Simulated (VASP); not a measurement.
**MgS: single point with LDA**

Crystal: MgS.

```xyz
2
Lattice="0.0000 2.5756 2.6016 2.5756 0.0000 2.6016 2.5756 2.5756 0.0000" Properties=species:S:1:pos:R:3 pbc="T T T"
Mg    0.0000    0.0000    0.0000
S     2.5756    2.5756    2.6016
```

This cell differs from its parent crystal: equal xx and yy strain of -1 %.

```yaml
Program: VASP 6.6.1
Task: single point
Functional: LDA
Potentials_or_basis: VASP PAW LDA potentials, release 64 (Mg, S)
Cutoff: 520 eV
k_mesh: 8 × 8 × 8
Occupations: fermi-dirac, width 0.01 eV
Spin: no spin polarisation
Dipole_correction: no
Further_INCAR_settings: ALGO = Normal; EDIFF = 1e-07; NBANDS = 11
```

```yaml
Pressure: -2.4 GPa
Band_gap_on_the_k_mesh: 2.55 eV, indirect (least direct gap 3.62 eV)
```

Stress tensor (GPa, compression positive):
```
-2.04  0.00  0.00
 0.00 -2.04  0.00
 0.00  0.00 -3.09
```

Levels at points of the mesh, in eV from the valence-band top:
| k point | band 1 | band 2 | band 3 | band 4 | band 5 | band 6 | band 7 | band 8 | band 9 |
| --- | --- | --- | --- | --- | --- | --- | --- | --- | --- |
| (0.00, 0.00, 0.00) | -12.79 | -0.04 | -0.04 | 0.00 | 3.62 | 7.73 | 7.83 | 7.83 | 10.19 |
| (0.50, 0.00, 0.00) | -11.40 | -5.04 | -0.66 | -0.63 | 4.38 | 6.68 | 6.79 | 10.03 | 12.03 |
| (0.50, 0.50, 0.00) | -11.03 | -4.40 | -1.75 | -1.75 | 2.61 | 4.18 | 11.89 | 12.77 | 13.31 |
| (0.50, 0.00, 0.50) | -10.99 | -4.38 | -1.84 | -1.75 | 2.55 | 4.15 | 12.00 | 12.79 | 13.10 |

Run time: 26 s on 1 thread of Intel Xeon 8259CL, with other jobs on the host, peak memory 0.15 GiB.

Caveat: the cell differs from its parent crystal (equal xx and yy strain of -1 %). A k mesh can miss the band edges.
